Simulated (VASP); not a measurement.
# Bi (Im-3m) in VASP: a series of runs

Bi is run at these levels: PBE; tasks: single point, relaxation of cell and atoms.

Everything below comes from runs of VASP 6.6.1. Logs are shortened: lines on timing, memory, paths and dates and some standing lists are left out, and cuts for length are marked.

### Step 1. The cell of the first run

It takes space group Im-3m (No. 229, cubic). Conventional cell: a = 3.981 Å, b = 3.981 Å, c = 3.981 Å, α = 90.00°, β = 90.00°, γ = 90.00°. Within 4.5 Å of Bi (site symmetry m-3m) lie 14 Bi at 3.45 to 3.98 Å.

This isn't the form of Bi at room conditions, which is rhombohedral.

### Step 2. Single point, PBE

Contents of INCAR:

```
SYSTEM = Bi
ALGO = Normal ; EDIFF = 1E-6
ENCUT = 520 ; GGA = PE
ISIF = 2 ; ISMEAR = -1
LASPH = .TRUE. ; LCHARG = .FALSE.
LREAL = .FALSE. ; LWAVE = .FALSE.
NBANDS = 14 ; NELM = 80
PREC = Accurate ; SIGMA = 0.05
```

Contents of KPOINTS:

```
k-points
0
G
  15 15 15
  0 0 0
```

Contents of POSCAR:

```
Bi
1.0
   -1.9907489211      1.9907489211      1.9907489211
    1.9907489211     -1.9907489211      1.9907489211
    1.9907489211      1.9907489211     -1.9907489211
Bi
1
Direct
    0.0000000000      0.0000000000      0.0000000000
```

Potentials or basis: VASP PAW PBE potentials, release 64 (Bi_d).

Launch:

```sh
> cat potpaw_PBE.64/Bi_d/POTCAR > POTCAR
> mpirun -np 1 vasp_std > vasp.out
```

OUTCAR:

```text
SYSTEM = Bi
   EDIFF = 1E-6
   ENCUT = 520
   GGA = PE
   ISIF = 2
   ISMEAR = -1
   LASPH = .TRUE.
   LREAL = .FALSE.
   NELM = 80
   PREC = Accurate

 ion  position               nearest neighbor table
   1  0.000  0.000  0.000-

  LATTYP: Found a body centered cubic cell.
 ALAT       =     3.9814978422

  Lattice vectors:

 A1 = (  -1.9907489211,   1.9907489211,   1.9907489211)
 A2 = (   1.9907489211,  -1.9907489211,   1.9907489211)
 A3 = (   1.9907489211,   1.9907489211,  -1.9907489211)

Analysis of symmetry for initial positions (statically):
=====================================================================
 Subroutine PRICEL returns:
 Original cell was already a primitive cell.

 Routine SETGRP: Setting up the symmetry group for a
 body centered cubic supercell.

 Subroutine GETGRP returns: Found 48 space group operations
 (whereof 48 operations were pure point group operations)
 out of a pool of 48 trial point group operations.

The static configuration has the point symmetry O_h .

Analysis of symmetry for dynamics (positions and initial velocities):
=====================================================================
 Subroutine PRICEL returns:
 Original cell was already a primitive cell.

 Routine SETGRP: Setting up the symmetry group for a
 body centered cubic supercell.

 Subroutine GETGRP returns: Found 48 space group operations
 (whereof 48 operations were pure point group operations)
 out of a pool of 48 trial point group operations.

The dynamic configuration has the point symmetry O_h .

 Subroutine INISYM returns: Found 48 space group operations
 (whereof 48 operations are pure point group operations),
 and found     1 'primitive' translations

----------------------------------------------------------------------------------------

                                     Primitive cell

  volume of cell :      31.5580

  direct lattice vectors                    reciprocal lattice vectors
    -1.990748921  1.990748921  1.990748921     0.000000000  0.251161759  0.251161759
     1.990748921 -1.990748921  1.990748921     0.251161759  0.000000000  0.251161759
     1.990748921  1.990748921 -1.990748921     0.251161759  0.251161759  0.000000000

  length of vectors
     3.448078276  3.448078276  3.448078276     0.355196365  0.355196365  0.355196365

  position of ions in fractional coordinates (direct lattice)
     0.000000000  0.000000000  0.000000000

  ion indices of the primitive-cell ions
   primitive index   ion index
                 1           1

----------------------------------------------------------------------------------------

 KPOINTS: k-points

Automatic generation of k-mesh.
 Grid dimensions read from file:
 generate k-points for:   15   15   15

 Generating k-lattice:

  Cartesian coordinates                     Fractional coordinates (reciprocal lattice)
     0.000000000  0.016744117  0.016744117     0.066666667  0.000000000  0.000000000
     0.016744117  0.000000000  0.016744117     0.000000000  0.066666667  0.000000000
     0.016744117  0.016744117  0.000000000     0.000000000  0.000000000  0.066666667

  Length of vectors
     0.023679758  0.023679758  0.023679758

  Shift w.r.t. Gamma in fractional coordinates (k-lattice)
     0.000000000  0.000000000  0.000000000

 Subroutine IBZKPT returns following result:
 ===========================================

 Found    120 irreducible k-points:

 Following reciprocal coordinates:
            Coordinates               Weight
  0.000000  0.000000  0.000000      1.000000
  0.066667  0.000000  0.000000     12.000000
  0.133333  0.000000  0.000000     12.000000
  0.200000  0.000000  0.000000     12.000000
  0.266667  0.000000  0.000000     12.000000
  0.333333  0.000000  0.000000     12.000000
[... 16 lines left out ...]
  0.333333  0.200000 -0.000000     48.000000
  0.400000  0.200000  0.000000     24.000000
 [... further k-points ...]
   k-points           NKPTS =    120   k-points in BZ     NKDIM =    120   number of bands    NBANDS=     14
   number of dos      NEDOS =    301   number of ions     NIONS =      1
   total plane-waves  NPLWV =  21952
   dimension x,y,z NGX =    28 NGY =   28 NGZ =   28
   dimension x,y,z NGXF=    56 NGYF=   56 NGZF=   56
   ions per type =               1
   NGX,Y,Z   is equivalent  to a cutoff of  13.50, 13.50, 13.50 a.u.
   NGXF,Y,Z  is equivalent  to a cutoff of  27.00, 27.00, 27.00 a.u.
 SYSTEM =  Bi
   PREC   = accura    normal or accurate (medium, high low for compatibility)
   ISTART =      0    job   : 0-new  1-cont  2-samecut
   ICHARG =      2    charge: 1-file 2-atom 10-const
   ISPIN  =      1    spin polarized calculation?
   LNONCOLLINEAR =      F non collinear calculations
   LSORBIT =      F    spin-orbit coupling
   LASPH  =      T    aspherical Exc in radial PAW
   ENCUT  =  520.0 eV  38.22 Ry    6.18 a.u.   6.41  6.41  6.41*2*pi/ulx,y,z
   NELM   =     80;   NELMIN=  2; NELMDL= -5     # of ELM steps
   EDIFF  = 0.1E-05   stopping-criterion for ELM
   LREAL  =      F    real-space projection
   EDIFFG = 0.1E-04   stopping-criterion for IOM
   NSW    =      0    number of steps for IOM
   IBRION =     -1    ionic relax: 0-MD 1-quasi-New 2-CG
   NFREE  =      0    steps in history (QN), initial steepest desc. (CG)
   ISIF   =      2    stress and relaxation
   ISYM   =      2    0-nonsym 1-usesym 2-fastsym
   POTIM  = 0.5000    time-step for ionic-motion
   TEBEG  =    0.0;   TEEND  =   0.0 temperature during run
   PSTRESS=    0.0 pullay stress
   NELECT =      15.0000    total number of electrons
   NUPDOWN=      -1.0000    fix difference up-down
   EMIN   =  10.00;   EMAX   =-10.00  energy-range for DOS
   EFERMI =   0.00;   METHOD = LEGACY
   ISMEAR =    -1;   SIGMA  =   0.05  broadening in eV -4-tet -1-fermi 0-gaus
   EFERMI_NEDOS =   21; number of points for ismear=-14 and -15
   IALGO  =     38    algorithm
   IMIX   =      4    mixing-type and parameters
     AMIX     =   0.40;   BMIX     =  1.00
     AMIX_MAG =   1.60;   BMIX_MAG =  1.00
  volume/ion in A,a.u.               =      31.56       212.96
  Fermi-wavevector in a.u.,A,eV,Ry     =   1.277621  2.414354 22.209005  1.632316
  Thomas-Fermi vector in A             =   2.410210
   LORBIT       =      0    0 simple, 1 ext, 2 COOP (PROOUT), +10 PAW based schemes
   GGA     = PE    functional components
   LHFCALC =     F    Hartree Fock is set to
   AEXX    =    0.0000 exact exchange contribution
   IVDW    =     0    specifies the selected vdW correction
   LEPSILON=     F    determine dielectric tensor
   LRPA    =     F    only Hartree local field effects (RPA)
 non-spin polarized calculation
  energy-cutoff  :      520.00
  volume of cell :       31.56
 maximum number of plane-waves:       887
 NGX is ok and might be reduce to    28
   NGX = 13   NGY = 13   NGZ = 13

 number of electron      14.9999998 magnetization

 Free energy of the ion-electron system (eV)
  ---------------------------------------------------
  ext. energy  EPLUGINS =         0.00000000
  ---------------------------------------------------
  free energy    TOTEN  =        -3.75640108 eV

  energy without entropy =       -3.75031165  energy(sigma->0) =       -3.75335637

 E-fermi :   7.7861     XC(G=0): -10.2270

 val. band max:        7.7858350690   @ k =  -0.4667   0.4667   0.2000
 cond. band min:       7.8333814830   @ k =  -0.2000   0.2000   0.2000
 fundamental gap:      0.0475464140
 Fermi energy:         7.7860957050

 k-point     1 :       0.0000    0.0000    0.0000
  band No.  band energies     occupation
      1     -15.2884      2.00000
      2     -15.2884      2.00000
      3     -15.2884      2.00000
      4     -15.1655      2.00000
      5     -15.1655      2.00000
      6      -5.6820      2.00000
      7      12.7615      0.00000
      8      12.7615      0.00000
      9      12.7615      0.00000
     10      16.6919      0.00000
     11      18.2156      0.00000
     12      18.2156      0.00000
     13      18.2156      0.00000
     14      19.3354      0.00000

 k-point     2 :       0.0667    0.0000    0.0000
  band No.  band energies     occupation
      1     -15.2900      2.00000
      2     -15.2855      2.00000
      3     -15.2798      2.00000
      4     -15.1674      2.00000
      5     -15.1657      2.00000
      6      -5.6023      2.00000
      7      11.8879      0.00000
      8      12.5139      0.00000
      9      12.6909      0.00000
     10      17.1033      0.00000
     11      17.6438      0.00000
     12      17.7361      0.00000
     13      18.0732      0.00000
     14      19.6882      0.00000

 k-point     3 :       0.1333    0.0000    0.0000
  band No.  band energies     occupation
      1     -15.2945      2.00000
      2     -15.2778      2.00000
      3     -15.2556      2.00000
      4     -15.1724      2.00000
      5     -15.1666      2.00000
      6      -5.3652      2.00000
      7      10.1740      0.00000
      8      11.9113      0.00000
      9      12.4867      0.00000
     10      16.1745      0.00000
     11      17.0572      0.00000
     12      17.9227      0.00000
     13      18.6264      0.00000
     14      20.5681      0.00000

 k-point     4 :       0.2000    0.0000    0.0000
  band No.  band energies     occupation
      1     -15.3013      2.00000
      2     -15.2683      2.00000
      3     -15.2197      2.00000
      4     -15.1784      2.00000
      5     -15.1680      2.00000
      6      -4.9774      2.00000
      7       8.3184      0.00005
      8      11.1868      0.00000
      9      12.1831      0.00000
     10      15.3043      0.00000
     11      16.4665      0.00000
     12      18.0072      0.00000
     13      19.3578      0.00000
     14      21.8386      0.00000

 k-point     5 :       0.2667    0.0000    0.0000
  band No.  band energies     occupation
      1     -15.3091      2.00000
      2     -15.2612      2.00000
      3     -15.1819      2.00000
      4     -15.1781      2.00000
      5     -15.1695      2.00000
      6      -4.4557      2.00000
      7       6.5336      2.00000
      8      10.4967      0.00000
      9      11.8424      0.00000
     10      14.6336      0.00000
     11      15.9923      0.00000
[... 276 lines left out ...]
 k-point    22 :       0.2667    0.2000   -0.0000
  band No.  band energies     occupation
      1     -15.2994      2.00000
      2     -15.2443      2.00000
      3     -15.1827      2.00000
      4     -15.1799      2.00000
      5     -15.1262      2.00000
      6      -3.1271      2.00000
      7       4.4483      2.00000
      8       7.2207      1.99998
      9      10.4852      0.00000
     10      15.6161      0.00000
     11      17.2123      0.00000
     12      19.5910      0.00000
     13      21.2752      0.00000
     14      21.9833      0.00000

 k-point    23 :       0.3333    0.2000   -0.0000
  band No.  band energies     occupation
      1     -15.3009      2.00000
      2     -15.2391      2.00000
      3     -15.1837      2.00000
      4     -15.1747      2.00000
      5     -15.1172      2.00000
      6      -2.6406      2.00000
      7       3.6994      2.00000
      8       6.7079      2.00000
      9      10.2919      0.00000
     10      15.4797      0.00000
     11      17.9030      0.00000
     12      19.4508      0.00000
     13      20.3454      0.00000
     14      23.8221      0.00000

 k-point    24 :       0.4000    0.2000    0.0000
  band No.  band energies     occupation
      1     -15.3015      2.00000
      2     -15.2378      2.00000
      3     -15.1848      2.00000
      4     -15.1709      2.00000
      5     -15.1146      2.00000
      6      -2.4391      2.00000
      7       3.4014      2.00000
      8       6.5427      2.00000
      9      10.2259      0.00000
     10      15.4272      0.00000
     11      18.3786      0.00000
     12      19.4820      0.00000
     13      19.6746      0.00000
     14      25.3126      0.00000

 [... further k-points ...]

------------------------ aborting loop because EDIFF is reached ----------------------------------------

  FORCE on cell =-STRESS in cart. coord.  units (eV):
  Direction    XX          YY          ZZ          XY          YZ          ZX
  --------------------------------------------------------------------------------------
  -------------------------------------------------------------------------------------
  Total       -0.0094904     -0.0094904     -0.0094904     -0.0000000     -0.0000000     -0.0000000
  in kB       -0.4818193     -0.4818193     -0.4818193     -0.0000000     -0.0000000     -0.0000000
  external PRESSURE =      -0.4818193 kB  Pullay stress =       0.0000000 kB

 VOLUME and BASIS-vectors are now :
 -----------------------------------------------------------------------------
  energy-cutoff  :      520.00
  volume of cell :       31.56
      direct lattice vectors                 reciprocal lattice vectors
    -1.990748921  1.990748921  1.990748921     0.000000000  0.251161759  0.251161759
     1.990748921 -1.990748921  1.990748921     0.251161759  0.000000000  0.251161759
     1.990748921  1.990748921 -1.990748921     0.251161759  0.251161759  0.000000000

 POSITION                                       TOTAL-FORCE (eV/Angst)
 -----------------------------------------------------------------------------------
      0.00000      0.00000      0.00000        -0.000000     -0.000000      0.000000
 -----------------------------------------------------------------------------------
    total drift:                               -0.000000     -0.000000     -0.000000

  FREE ENERGIE OF THE ION-ELECTRON SYSTEM (eV)
  ---------------------------------------------------
  free  energy   TOTEN  =        -3.7564010847 eV

  energy  without entropy=       -3.7503116535  energy(sigma->0) =       -3.75335637
```

Run time: 75 s. Hardware: 1 thread of Intel Xeon 8259CL, shared host; peak memory 0.19 GiB.

Results:

```
Free energy            : -3.7564 eV
Pressure               : 0.0 GPa
Band gap on the k mesh : zero (an odd number of electrons rules out a gap without spin polarisation)
```

Caveat: spin-orbit coupling is left out, which moves the levels of the heavy elements.

### Step 3. Single point, PBE

Contents of INCAR:

```
PREC = Accurate ; ENCUT = 520
EDIFF = 1E-6 ; ISMEAR = -1
SIGMA = 0.05 ; LREAL = F
LASPH = T ; NELM = 100
ALGO = Normal ; ISIF = 2
LWAVE = F ; LCHARG = F
GGA = PE ; NBANDS = 14
```

Contents of KPOINTS:

```
regular mesh
0
Gamma
  15 15 15
```

POSCAR is that of step 2.

Potentials or basis: VASP PAW PBE potentials, release 64 (Bi_d).

Launch:

```sh
> cat potpaw_PBE.64/Bi_d/POTCAR > POTCAR
> mpirun -np 1 vasp_std > vasp.out
```

OUTCAR:

```text
PREC = Accurate
   ENCUT = 520
   EDIFF = 1E-6
   ISMEAR = -1
   LREAL = F
   LASPH = T
   NELM = 100
   ISIF = 2
   GGA = PE

 ion  position               nearest neighbor table
   1  0.000  0.000  0.000-

  LATTYP: Found a body centered cubic cell.
 ALAT       =     3.9814978422

  Lattice vectors:

 A1 = (  -1.9907489211,   1.9907489211,   1.9907489211)
 A2 = (   1.9907489211,  -1.9907489211,   1.9907489211)
 A3 = (   1.9907489211,   1.9907489211,  -1.9907489211)

Analysis of symmetry for initial positions (statically):
=====================================================================
 Subroutine PRICEL returns:
 Original cell was already a primitive cell.

 Routine SETGRP: Setting up the symmetry group for a
 body centered cubic supercell.

 Subroutine GETGRP returns: Found 48 space group operations
 (whereof 48 operations were pure point group operations)
 out of a pool of 48 trial point group operations.

The static configuration has the point symmetry O_h .

Analysis of symmetry for dynamics (positions and initial velocities):
=====================================================================
[... 170 lines left out ...]
      6      -5.6820      2.00000
      7      12.7615      0.00000
      8      12.7615      0.00000
      9      12.7615      0.00000
     10      16.6919      0.00000
     11      18.2156      0.00000
     12      18.2156      0.00000
     13      18.2156      0.00000
     14      19.3354      0.00000
[... 377 lines left out ...]
      1     -15.3015      2.00000
      2     -15.2378      2.00000
      3     -15.1848      2.00000
      4     -15.1709      2.00000
      5     -15.1146      2.00000
      6      -2.4391      2.00000
      7       3.4014      2.00000
      8       6.5427      2.00000
      9      10.2259      0.00000
     10      15.4272      0.00000
     11      18.3786      0.00000
     12      19.4820      0.00000
     13      19.6746      0.00000
     14      25.3126      0.00000

 [... further k-points ...]

------------------------ aborting loop because EDIFF is reached ----------------------------------------

  FORCE on cell =-STRESS in cart. coord.  units (eV):
  Direction    XX          YY          ZZ          XY          YZ          ZX
  --------------------------------------------------------------------------------------
  -------------------------------------------------------------------------------------
  Total       -0.0094904     -0.0094904     -0.0094904     -0.0000000     -0.0000000     -0.0000000
  in kB       -0.4818193     -0.4818193     -0.4818193     -0.0000000     -0.0000000     -0.0000000
  external PRESSURE =      -0.4818193 kB  Pullay stress =       0.0000000 kB

 VOLUME and BASIS-vectors are now :
 -----------------------------------------------------------------------------
  energy-cutoff  :      520.00
  volume of cell :       31.56
      direct lattice vectors                 reciprocal lattice vectors
    -1.990748921  1.990748921  1.990748921     0.000000000  0.251161759  0.251161759
     1.990748921 -1.990748921  1.990748921     0.251161759  0.000000000  0.251161759
     1.990748921  1.990748921 -1.990748921     0.251161759  0.251161759  0.000000000

 POSITION                                       TOTAL-FORCE (eV/Angst)
 -----------------------------------------------------------------------------------
      0.00000      0.00000      0.00000        -0.000000     -0.000000      0.000000
 -----------------------------------------------------------------------------------
    total drift:                               -0.000000     -0.000000     -0.000000

  FREE ENERGIE OF THE ION-ELECTRON SYSTEM (eV)
  ---------------------------------------------------
  free  energy   TOTEN  =        -3.7564010847 eV

  energy  without entropy=       -3.7503116535  energy(sigma->0) =       -3.75335637
```

OSZICAR:

```text
N       E                     dE             d eps       ncg     rms          rms(c)
DAV:   1     0.113242530732E+03    0.11324E+03   -0.77747E+03  3404   0.123E+03
DAV:   2     0.294473222620E+01   -0.11030E+03   -0.10672E+03  3636   0.339E+02
DAV:   3    -0.359885210850E+01   -0.65436E+01   -0.65229E+01  4208   0.794E+01
DAV:   4    -0.375351978886E+01   -0.15467E+00   -0.15462E+00  4342   0.129E+01
DAV:   5    -0.375973300613E+01   -0.62132E-02   -0.62131E-02  4752   0.235E+00    0.456E-01
DAV:   6    -0.375649682206E+01    0.32362E-02   -0.80496E-03  4656   0.120E+00    0.276E-01
DAV:   7    -0.375631661179E+01    0.18021E-03   -0.50635E-03  4446   0.956E-01    0.831E-02
DAV:   8    -0.375640109781E+01   -0.84486E-04   -0.52327E-04  4400   0.327E-01    0.101E-02
DAV:   9    -0.375640109010E+01    0.77148E-08   -0.11884E-05  4858   0.447E-02    0.459E-03
DAV:  10    -0.375640108471E+01    0.53849E-08   -0.12334E-06  3974   0.982E-03
   1 F= -.37564011E+01 E0= -.37533564E+01  d E =-.608943E-02
```

stdout:

```text
POSCAR found type information on POSCAR Bi
 POSCAR found :  1 types and       1 ions
 scaLAPACK will be used
 LDA part: xc-table for (Slater+PW92), standard interpolation
 POSCAR, INCAR and KPOINTS ok, starting setup
 FFT: planning ... GRIDC
 FFT: planning ... GRID_SOFT
 FFT: planning ... GRID
 WAVECAR not read
 entering main loop
```

Run time: 80 s. Hardware: 1 thread of Intel Xeon 8259CL, shared host; peak memory 0.19 GiB.

Results:

| Property | Result |
| --- | --- |
| Free energy | -3.7564 eV |
| Pressure | 0.0 GPa |
| Band gap on the k mesh | zero (an odd number of electrons rules out a gap without spin polarisation) |

Levels at points of the mesh, in eV from the Fermi level:
```tsv
k point	band 3	band 4	band 5	band 6	band 7	band 8	band 9	band 10	band 11	band 12
(0.00, 0.00, 0.00)	-23.07	-22.95	-22.95	-13.47	4.98	4.98	4.98	8.91	10.43	10.43
```

Caveat: spin-orbit coupling is left out, which moves the levels of the heavy elements.

(Continued in part 2 of 2.)

The gap in the log of VASP goes by the Fermi energy; the results here count the filled bands.